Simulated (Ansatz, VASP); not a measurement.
## BePd: VASP beside Ansatz

```xyz
2
Lattice="2.8130 0.0281 0.0281 0.0281 2.8130 0.0281 0.0281 0.0281 2.8130" Properties=species:S:1:pos:R:3 pbc="T T T"
Be    0.0000    0.0000    0.0000
Pd    1.4346    1.4346    1.4346
```

Change from the starting cell: equal xy, yz and zx shear strains of +2 %.

Alike in both runs: task single point; functional LDA; k mesh 12 × 12 × 12; occupations fermi-dirac, width 0.08 eV; no spin polarisation.

|  | VASP | Ansatz |
| --- | --- | --- |
| version | VASP 6.6.1 | Ansatz 0.2.0 |
| potentials or method | VASP PAW LDA potentials, release 64 (Be, Pd), cutoff 520 eV | all-electron LAPW, scalar-relativistic |

Ansatz gave:

- pressure (GPa): -7.8
- traceless stress, the component that is largest in VASP (GPa): -1.23

Problem. Which values does VASP return?

Solution. Pressure (GPa): -7.2; traceless stress, the component that is largest in VASP (GPa): -1.24.

LDA's correlation is that of Perdew and Zunger in VASP and of Perdew and Wang (1992) in Ansatz. Ansatz ran all-electron here, and VASP with PAW potentials.
